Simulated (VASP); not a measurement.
Write the native input for VASP 6.6.1 that does the following.

```
Task                   : single point
Functional             : PBE
Potentials or basis    : VASP PAW PBE potentials, release 64 (Al, O)
Cutoff                 : 520 eV
k mesh                 : 6 × 2 × 6
Occupations            : gaussian, width 0.02 eV
Spin                   : no spin polarisation
Dipole correction      : no
Further INCAR settings : ALGO = Normal; EDIFF = 1e-06; NBANDS = 49
```

The structure of Al2O5 lies in POSCAR:

```
Al2O5
1.0
    3.7565122908      0.0000000000      0.0000000000
    0.0000000000     11.4347590910      0.0000000000
    0.0000000000      0.0000000000      3.7244379816
Al O
4 10
Direct
    0.5000000000      0.3525900110      0.8247762514
    0.5000000000      0.6474099890      0.8247762514
    0.0000000000      0.8525900110      0.1752237486
    0.0000000000      0.1474099890      0.1752237486
    0.5000000000      0.3209951902      0.3219885941
    0.5000000000      0.6790048098      0.3219885941
    0.5000000000      0.5000000000      0.7855522051
    0.0000000000      0.3018441237      0.8320465591
    0.0000000000      0.6981558763      0.8320465591
    0.0000000000      0.8209951902      0.6780114059
    0.0000000000      0.1790048098      0.6780114059
    0.0000000000      0.0000000000      0.2144477949
    0.5000000000      0.8018441237      0.1679534409
    0.5000000000      0.1981558763      0.1679534409
```

The input as run:

INCAR

```
SYSTEM = Al2O5
  ALGO = Normal
  EDIFF = 1E-6
  ENCUT = 520
  GGA = PE
  ISIF = 2
  ISMEAR = 0
  LASPH = .True.
  LCHARG = .True.
  LELF = .True.
  LREAL = .False.
  LVHAR = .True.
  LWAVE = .False.
  NBANDS = 49
  NELM = 80
  PREC = Accurate
  SIGMA = 0.02
```

KPOINTS

```
k-points
0
Gamma
  6 2 6
  0 0 0
```

Potentials or basis: VASP PAW PBE potentials, release 64 (Al, O).

The run is started by

```sh
$ cat potpaw_PBE.64/Al/POTCAR potpaw_PBE.64/O/POTCAR > POTCAR
$ mpirun -np 1 vasp_std > vasp.out
```

Results of the run:

| Quantity | Value |
| --- | --- |
| Pressure | 0.1 GPa |
| Largest force | 0.156 eV/Å |
| Band gap on the k mesh | 2.84 eV |

Wall time 2.9 min on 1 thread of Intel(R) Xeon(R) 6975P-C (Granite Rapids) (shared host), peak memory 0.34 GiB.
